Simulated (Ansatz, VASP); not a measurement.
## CdTe in VASP and in Ansatz

The input INCAR:

```
PREC     = Accurate       # precision mode
ENCUT    = 520            # plane-wave cutoff, eV
EDIFF    = 1E-6           # SCF threshold, eV
ISMEAR   = -1             # smearing method
SIGMA    = 0.02           # smearing width, eV
LREAL    = False          # projectors in reciprocal space
LASPH    = True           # aspherical terms in the spheres
NELM     = 150            # most SCF steps
ALGO     = Normal         # electronic algorithm
ISIF     = 2              # what is computed and relaxed
LWAVE    = False          # write WAVECAR
LCHARG   = False          # write CHGCAR
MAGMOM   = 0 0 0 0 0 0    # initial moments
LORBIT   = 11             # projections on sites
LSORBIT  = True           # spin-orbit coupling
GGA_COMPAT= False        
LORBMOM  = True         
GGA      = PE             # functional
NBANDS   = 30             # bands
```

Contents of KPOINTS:

```
regular mesh
0
Gamma
  6 6 6
```

File POSCAR:

```
CdTe
1.0
    0.0000000000      3.2799012461      3.2799012461
    3.2799012461      0.0000000000      3.2799012461
    3.2799012461      3.2799012461      0.0000000000
Cd Te
1 1
Direct
    0.0000000000      0.0000000000      0.0000000000
    0.2500000000      0.2500000000      0.2500000000
```

Input for Ansatz:

```yaml
crystal:
  lattice:
    - [0.0, 3.2799012461, 3.2799012461]
    - [3.2799012461, 0.0, 3.2799012461]
    - [3.2799012461, 3.2799012461, 0.0]
  atoms:
    - { symbol: Cd, position: [0.0, 0.0, 0.0] }
    - { symbol: Te, position: [0.25, 0.25, 0.25] }
kpoints:
  mp_grid: { grid: [6, 6, 6] }
  band_path:
    path:
      - [0.0, 0.0, 0.0]
      - [-0.5, -0.5, 0.0]
      - [-0.375, -0.375, 0.25]
      - [-0.375, 0.0, 0.375]
      - [0.0, 0.0, 0.5]
      - [-0.5, -0.25, 0.25]
    npoints: 1
hamiltonian:
  xc: pbe
scf:
  occupations: { method: fermi_dirac, width: 0.02 }
  n_extra_bands: 8
magnetization:
  noncollinear: true
  spin_orbit: true
output:
  forces: true
  stress: true
  eigenvalues: true
```

Alike in both runs: task single point; functional PBE; k mesh 6 × 6 × 6; occupations fermi-dirac, width 0.02 eV; non-collinear spin, spin-orbit coupling.

|  | VASP | Ansatz |
| --- | --- | --- |
| version | VASP 6.6.1 | Ansatz 0.2.0 |
| potentials or method | VASP PAW PBE potentials, release 64 (Cd, Te) | plane waves, PAW |
| plane-wave cutoff (eV) | 520 | 420 |
| valence electrons in the cell | 18 | 36 |

```tsv
	VASP	Ansatz	Ansatz less VASP
pressure (GPa)	1.2	1.0	-0.14
net moment per atom (μB)	0.00	0.00	0.000
```

The functional is the same, so the differences come from potentials, cutoffs and numerics. VASP's potentials hold 18 valence electrons a cell and Ansatz's 36, so a difference there can come from the potentials and not from the codes.
